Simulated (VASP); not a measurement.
# Ge3N4 (Fd-3m) in VASP: electric field gradients with PBE

Aim: the electric field gradients of Ge3N4 with PBE.

All numbers are computed with VASP 6.6.1; they aren't measurements. Logs are shortened: lines on timing, memory, paths and dates and some standing lists are left out, and cuts for length are marked.

**1. The cell of the first run**

It takes space group Fd-3m (No. 227, cubic). The conventional cell has a = 8.309 Å, b = 8.309 Å, c = 8.309 Å, α = 90.00°, β = 90.00°, γ = 90.00°. Within 2.7 Å of Ge (site symmetry -3m) lie 6 N at 2.01 Å. Within 2.5 Å of Ge (site symmetry -43m) lie 4 N at 1.92 Å. Within 2.5 Å of N (site symmetry 3m) lie 4 Ge at 1.92 to 2.01 Å.

**2. Electric field gradients, PBE, non-collinear spin, zero start, spin-orbit coupling**

INCAR reads:

```
  PREC = Accurate
  ENCUT = 520
  EDIFF = 1E-8
  ISMEAR = -1
  SIGMA = 0.02
  LREAL = False
  LASPH = True
  NELM = 200
  ALGO = Normal
  ISIF = 2
  LWAVE = False
  LCHARG = False
  MAGMOM = 0 0 0 0 0 0 0 0 0 0 0 0 0 0 0 0 0 0 0 0 0 0 0 0 0 0 0 0 0 0 0 0 0 0 0 0 0 0 0 0 0 0
  LORBIT = 11
  LSORBIT = True
  GGA_COMPAT = False
  LORBMOM = True
  GGA = PE
  LEFG = True
  NBANDS = 148
  KPAR = 4
```

KPOINTS reads:

```
regular mesh
0
Gamma
  6 6 6
```

POSCAR reads:

```
Ge3N4
1.0
    0.0000000000      4.1545500000      4.1545500000
    4.1545500000      0.0000000000      4.1545500000
    4.1545500000      4.1545500000      0.0000000000
Ge N
6 8
Direct
    0.1250000000      0.1250000000      0.1250000000
    0.6250000000      0.1250000000      0.1250000000
    0.1250000000      0.1250000000      0.6250000000
    0.1250000000      0.6250000000      0.1250000000
    0.5000000000      0.5000000000      0.5000000000
    0.7500000000      0.7500000000      0.7500000000
    0.8832000000      0.8832000000      0.8832000000
    0.8996000000      0.3668000000      0.3668000000
    0.8832000000      0.8832000000      0.3504000000
    0.3668000000      0.8996000000      0.3668000000
    0.3504000000      0.8832000000      0.8832000000
    0.3668000000      0.3668000000      0.3668000000
    0.8832000000      0.3504000000      0.8832000000
    0.3668000000      0.3668000000      0.8996000000
```

Potentials or basis: VASP PAW PBE potentials, release 64 (Ge_d, N).

The run is started by

```
$ cat potpaw_PBE.64/Ge_d/POTCAR potpaw_PBE.64/N/POTCAR > POTCAR
$ mpirun -np 4 vasp_ncl > vasp.out
```

OUTCAR:

```text
PREC = Accurate
   ENCUT = 520
   EDIFF = 1E-8
   ISMEAR = -1
   LREAL = False
   LASPH = True
   NELM = 200
   ISIF = 2
   LORBIT = 11
   LSORBIT = True
   GGA = PE

 ion  position               nearest neighbor table
   1  0.125  0.125  0.125-   8 2.01   9 2.01  10 2.01  11 2.01  13 2.01  14 2.01
   2  0.625  0.125  0.125-   7 2.01  12 2.01  10 2.01   9 2.01  13 2.01  14 2.01
   3  0.125  0.125  0.625-   7 2.01  12 2.01  10 2.01  11 2.01   8 2.01  13 2.01
   4  0.125  0.625  0.125-   7 2.01  12 2.01   9 2.01  11 2.01   8 2.01  14 2.01
   5  0.500  0.500  0.500-   8 1.92  10 1.92  14 1.92  12 1.92
   6  0.750  0.750  0.750-   9 1.92  11 1.92  13 1.92   7 1.92
   7  0.883  0.883  0.883-   6 1.92   3 2.01   4 2.01   2 2.01
   8  0.900  0.367  0.367-   5 1.92   1 2.01   4 2.01   3 2.01
   9  0.883  0.883  0.350-   6 1.92   1 2.01   4 2.01   2 2.01
  10  0.367  0.900  0.367-   5 1.92   1 2.01   3 2.01   2 2.01
  11  0.350  0.883  0.883-   6 1.92   1 2.01   4 2.01   3 2.01
  12  0.367  0.367  0.367-   5 1.92   3 2.01   4 2.01   2 2.01
  13  0.883  0.350  0.883-   6 1.92   1 2.01   3 2.01   2 2.01
  14  0.367  0.367  0.900-   5 1.92   1 2.01   4 2.01   2 2.01

  LATTYP: Found a face centered cubic cell.
 ALAT       =     8.3091000000

  Lattice vectors:

 A1 = (   0.0000000000,   4.1545500000,   4.1545500000)
 A2 = (   4.1545500000,   0.0000000000,   4.1545500000)
 A3 = (   4.1545500000,   4.1545500000,   0.0000000000)

Analysis of symmetry for initial positions (statically):
=====================================================================
 Subroutine PRICEL returns:
 Original cell was already a primitive cell.

 Routine SETGRP: Setting up the symmetry group for a
 face centered cubic supercell.

 Subroutine GETGRP returns: Found 48 space group operations
 (whereof 24 operations were pure point group operations)
 out of a pool of 48 trial point group operations.

The static configuration has the point symmetry T_d .
 The point group associated with its full space group is O_h .

Analysis of symmetry for dynamics (positions and initial velocities):
=====================================================================
 Subroutine PRICEL returns:
 Original cell was already a primitive cell.

 Routine SETGRP: Setting up the symmetry group for a
 face centered cubic supercell.

 Subroutine GETGRP returns: Found 48 space group operations
 (whereof 24 operations were pure point group operations)
 out of a pool of 48 trial point group operations.

The dynamic configuration has the point symmetry T_d .
 The point group associated with its full space group is O_h .

Analysis of structural, dynamic, and magnetic symmetry:
=====================================================================
 Subroutine PRICEL returns:
 Original cell was already a primitive cell.

 Routine SETGRP: Setting up the symmetry group for a
 face centered cubic supercell.

 Subroutine GETGRP returns: Found 48 space group operations
 (whereof 24 operations were pure point group operations)
 out of a pool of 48 trial point group operations.

The overall configuration has the point symmetry T_d .
 The point group associated with its full space group is O_h .

 Subroutine INISYM returns: Found 48 space group operations
 (whereof 24 operations are pure point group operations),
 and found     1 'primitive' translations

----------------------------------------------------------------------------------------

                                     Primitive cell

  volume of cell :     143.4174

  direct lattice vectors                    reciprocal lattice vectors
     0.000000000  4.154550000  4.154550000    -0.120349978  0.120349978  0.120349978
     4.154550000  0.000000000  4.154550000     0.120349978 -0.120349978  0.120349978
     4.154550000  4.154550000  0.000000000     0.120349978  0.120349978 -0.120349978

  length of vectors
     5.875420956  5.875420956  5.875420956     0.208452276  0.208452276  0.208452276

  position of ions in fractional coordinates (direct lattice)
     0.125000000  0.125000000  0.125000000
     0.625000000  0.125000000  0.125000000
     0.125000000  0.125000000  0.625000000
     0.125000000  0.625000000  0.125000000
     0.500000000  0.500000000  0.500000000
     0.750000000  0.750000000  0.750000000
     0.883200000  0.883200000  0.883200000
     0.899600000  0.366800000  0.366800000
     0.883200000  0.883200000  0.350400000
     0.366800000  0.899600000  0.366800000
     0.350400000  0.883200000  0.883200000
     0.366800000  0.366800000  0.366800000
     0.883200000  0.350400000  0.883200000
     0.366800000  0.366800000  0.899600000

  ion indices of the primitive-cell ions
   primitive index   ion index
                 1           1
                 2           2
                 3           3
                 4           4
                 5           5
                 6           6
                 7           7
                 8           8
                 9           9
                10          10
                11          11
                12          12
                13          13
                14          14
[... 2428 lines left out ...]
  12     -21.031   -21.031    42.062       0.000
  13     -21.032   -21.031    42.062       0.000
  14     -21.032   -21.031    42.062       0.000
----------------------------------------------------------------------

           NMR quadrupolar parameters

 Cq : quadrupolar parameter    Cq=e*Q*V_zz/h
 eta: asymmetry parameters     (V_yy - V_xx)/ V_zz
 Q  : nuclear electric quadrupole moment in mb (millibarn)
----------------------------------------------------------------------
 ion       Cq(MHz)       eta       Q (mb)
----------------------------------------------------------------------
   1      -0.023       0.000       1.000
   2      -0.023       0.000       1.000
   3      -0.023       0.000       1.000
   4      -0.023       0.000       1.000
   5       0.000       0.000       1.000
   6       0.000       0.000       1.000
   7       0.102       0.000       1.000
   8       0.102       0.000       1.000
   9       0.102       0.000       1.000
  10       0.102       0.000       1.000
  11       0.102       0.000       1.000
  12       0.102       0.000       1.000
  13       0.102       0.000       1.000
  14       0.102       0.000       1.000
----------------------------------------------------------------------

 orbital moment (x)

 # of ion     p       d       tot
 ----------------------------------------
  1         0.000   0.000   0.000
  2         0.000   0.000   0.000
  3        -0.000  -0.000  -0.000
  4        -0.000  -0.000  -0.000
  5        -0.000  -0.000  -0.000
  6         0.000  -0.000   0.000
  7        -0.000   0.000  -0.000
  8         0.000   0.000   0.000
  9        -0.000   0.000  -0.000
 10         0.000   0.000   0.000
 11         0.000   0.000   0.000
 12         0.000   0.000   0.000
 13         0.000   0.000   0.000
 14         0.000   0.000   0.000
 ----------------------------------------
            0.000  -0.000   0.000

 orbital moment (y)

 # of ion     p       d       tot
 ----------------------------------------
  1        -0.000  -0.000  -0.000
  2         0.000   0.000   0.000
  3         0.000   0.000   0.000
  4        -0.000  -0.000  -0.000
  5         0.000   0.000   0.000
  6         0.000   0.000   0.000
  7         0.000   0.000   0.000
  8        -0.000   0.000  -0.000
  9         0.000   0.000   0.000
 10         0.000   0.000   0.000
 11         0.000   0.000   0.000
 12        -0.000   0.000  -0.000
 13         0.000   0.000   0.000
 14        -0.000   0.000  -0.000
 ----------------------------------------
            0.000   0.000   0.000

 orbital moment (z)

 # of ion     p       d       tot
 ----------------------------------------
  1         0.000   0.000   0.000
  2        -0.000   0.000  -0.000
  3         0.000   0.000   0.000
  4        -0.000   0.000  -0.000
  5         0.000  -0.000  -0.000
  6         0.000  -0.000  -0.000
  7         0.000   0.000   0.000
  8         0.000   0.000   0.000
  9        -0.000   0.000  -0.000
 10        -0.000   0.000  -0.000
 11         0.000   0.000   0.000
 12         0.000   0.000   0.000
 13         0.000   0.000   0.000
 14        -0.000   0.000  -0.000
 ----------------------------------------
           -0.000  -0.000  -0.000

 Spin-Orbit-Coupling matrix elements

 Ion:    1  E_soc:     -0.0136202
 l=   1
     0.0000000    -0.0013888    -0.0013888
    -0.0013888     0.0000000    -0.0013888
    -0.0013888    -0.0013888     0.0000000
 l=   2
     0.0000000    -0.0001854     0.0000000    -0.0001854    -0.0006958
    -0.0001854     0.0000000    -0.0005218    -0.0001854    -0.0001739
     0.0000000    -0.0005218     0.0000000    -0.0005218     0.0000000
    -0.0001854    -0.0001854    -0.0005218     0.0000000    -0.0001739
    -0.0006958    -0.0001739     0.0000000    -0.0001739     0.0000000
 l=   3
     0.0000000     0.0000000     0.0000000     0.0000000     0.0000000     0.0000000     0.0000000
     0.0000000     0.0000000     0.0000000     0.0000000     0.0000000     0.0000000     0.0000000
     0.0000000     0.0000000     0.0000000     0.0000000     0.0000000     0.0000000     0.0000000
     0.0000000     0.0000000     0.0000000     0.0000000     0.0000000     0.0000000     0.0000000
[... 249 lines left out ...]
 l=   2
     0.0000000     0.0000000     0.0000000     0.0000000     0.0000000
     0.0000000     0.0000000     0.0000000     0.0000000     0.0000000
     0.0000000     0.0000000     0.0000000     0.0000000     0.0000000
     0.0000000     0.0000000     0.0000000     0.0000000     0.0000000
     0.0000000     0.0000000     0.0000000     0.0000000     0.0000000
 l=   3
     0.0000000     0.0000000     0.0000000     0.0000000     0.0000000     0.0000000     0.0000000
     0.0000000     0.0000000     0.0000000     0.0000000     0.0000000     0.0000000     0.0000000
     0.0000000     0.0000000     0.0000000     0.0000000     0.0000000     0.0000000     0.0000000
     0.0000000     0.0000000     0.0000000     0.0000000     0.0000000     0.0000000     0.0000000
     0.0000000     0.0000000     0.0000000     0.0000000     0.0000000     0.0000000     0.0000000
     0.0000000     0.0000000     0.0000000     0.0000000     0.0000000     0.0000000     0.0000000
     0.0000000     0.0000000     0.0000000     0.0000000     0.0000000     0.0000000     0.0000000

 total charge

# of ion       s       p       d       tot
------------------------------------------
    1        0.960   1.182  10.355  12.496
    2        0.960   1.182  10.355  12.496
    3        0.960   1.182  10.355  12.496
    4        0.960   1.182  10.355  12.496
    5        1.012   1.212  10.253  12.477
    6        1.012   1.212  10.253  12.477
    7        1.241   2.519   0.000   3.759
    8        1.241   2.519   0.000   3.759
    9        1.241   2.519   0.000   3.759
   10        1.241   2.519   0.000   3.759
   11        1.241   2.519   0.000   3.759
   12        1.241   2.519   0.000   3.759
   13        1.241   2.519   0.000   3.759
   14        1.241   2.519   0.000   3.759
--------------------------------------------------
tot         15.788  27.302  61.925 105.016

 magnetization (x)

# of ion       s       p       d       tot
------------------------------------------
    1       -0.000  -0.000   0.000  -0.000
    2       -0.000   0.000   0.000  -0.000
    3        0.000   0.000   0.000   0.000
    4        0.000   0.000   0.000   0.000
    5        0.000   0.000  -0.000   0.000
    6        0.000   0.000  -0.000  -0.000
    7       -0.000   0.000   0.000   0.000
    8        0.000  -0.000   0.000  -0.000
    9       -0.000  -0.000   0.000  -0.000
   10        0.000  -0.000   0.000  -0.000
   11        0.000  -0.000   0.000  -0.000
   12        0.000   0.000   0.000   0.000
   13       -0.000  -0.000   0.000  -0.000
   14       -0.000  -0.000   0.000  -0.000
--------------------------------------------------
tot         -0.000  -0.000  -0.000  -0.000

 magnetization (y)

# of ion       s       p       d       tot
------------------------------------------
    1        0.000  -0.000   0.000  -0.000
    2        0.000   0.000  -0.000   0.000
    3        0.000   0.000  -0.000   0.000
    4       -0.000   0.000   0.000   0.000
    5        0.000  -0.000  -0.000  -0.000
    6        0.000  -0.000  -0.000  -0.000
    7       -0.000   0.000   0.000   0.000
    8        0.000  -0.000   0.000  -0.000
    9       -0.000   0.000   0.000   0.000
   10       -0.000   0.000   0.000  -0.000
   11        0.000  -0.000   0.000  -0.000
   12        0.000   0.000   0.000   0.000
   13       -0.000  -0.000   0.000  -0.000
   14       -0.000   0.000   0.000   0.000
--------------------------------------------------
tot         -0.000  -0.000  -0.000  -0.000

 magnetization (z)

# of ion       s       p       d       tot
------------------------------------------
    1        0.000  -0.000  -0.000  -0.000
    2        0.000   0.000  -0.000   0.000
    3       -0.000   0.000   0.000   0.000
    4       -0.000   0.000   0.000   0.000
    5       -0.000   0.000  -0.000   0.000
    6       -0.000  -0.000  -0.000  -0.000
    7        0.000   0.000   0.000   0.000
    8        0.000   0.000   0.000   0.000
    9        0.000  -0.000   0.000  -0.000
   10       -0.000  -0.000   0.000  -0.000
   11        0.000  -0.000   0.000  -0.000
   12       -0.000   0.000   0.000   0.000
   13        0.000  -0.000   0.000  -0.000
   14       -0.000  -0.000   0.000  -0.000
--------------------------------------------------
tot          0.000  -0.000  -0.000  -0.000
```

Wall time 4.2 min (4 MPI ranks of Intel Xeon 6975P-C (Granite Rapids), shared host); peak memory 1.1 GiB.

Results:

```yaml
Free_energy: -92.8310 eV
Pressure: 0.2 GPa
Largest_force: 0.007 eV/Å
Net_moment: 0.00 μB per cell
Largest_electric_field_gradient_by_atom: Ge -9.7, +0.0 (each value once); N +42.1 V/Å²
Valence_electrons_inside_the_program's_atomic_spheres: Ge 12.50, 12.48 (each value once); N 3.76
```

Forces in eV/Å, atoms in the order of the input:
```
Ge   0.000  0.000  0.000
Ge   0.000  0.000  0.000
Ge   0.000  0.000  0.000
Ge   0.000  0.000  0.000
Ge   0.000  0.000  0.000
Ge   0.000  0.000  0.000
N   -0.004 -0.004 -0.004
N    0.004 -0.004 -0.004
N    0.004  0.004 -0.004
N   -0.004  0.004 -0.004
N   -0.004  0.004  0.004
N    0.004  0.004  0.004
N    0.004 -0.004  0.004
N   -0.004 -0.004  0.004
```

Moments on the atoms (μB; x, y, z):
```
Ge  0.00 0.00 0.00
Ge  0.00 0.00 0.00
Ge  0.00 0.00 0.00
Ge  0.00 0.00 0.00
Ge  0.00 0.00 0.00
Ge  0.00 0.00 0.00
N   0.00 0.00 0.00
N   0.00 0.00 0.00
N   0.00 0.00 0.00
N   0.00 0.00 0.00
N   0.00 0.00 0.00
N   0.00 0.00 0.00
N   0.00 0.00 0.00
N   0.00 0.00 0.00
```

Electric field gradients, principal values (V/Å²):
```tsv
atom	least	middle	greatest (by size)
1 Ge	4.857	4.857	-9.713
2 Ge	4.857	4.858	-9.715
3 Ge	4.857	4.858	-9.715
4 Ge	4.857	4.858	-9.715
5 Ge	-0.001	-0.001	0.002
6 Ge	-0.001	-0.001	0.002
7 N	-21.031	-21.031	42.062
8 N	-21.031	-21.032	42.062
9 N	-21.031	-21.032	42.062
10 N	-21.031	-21.032	42.062
11 N	-21.031	-21.032	42.062
12 N	-21.031	-21.031	42.062
13 N	-21.031	-21.032	42.062
14 N	-21.031	-21.032	42.062
```

Caveat: without QUAD_EFG the Cq values of the log hold for a quadrupole moment of 1 mb, not for the nuclei.
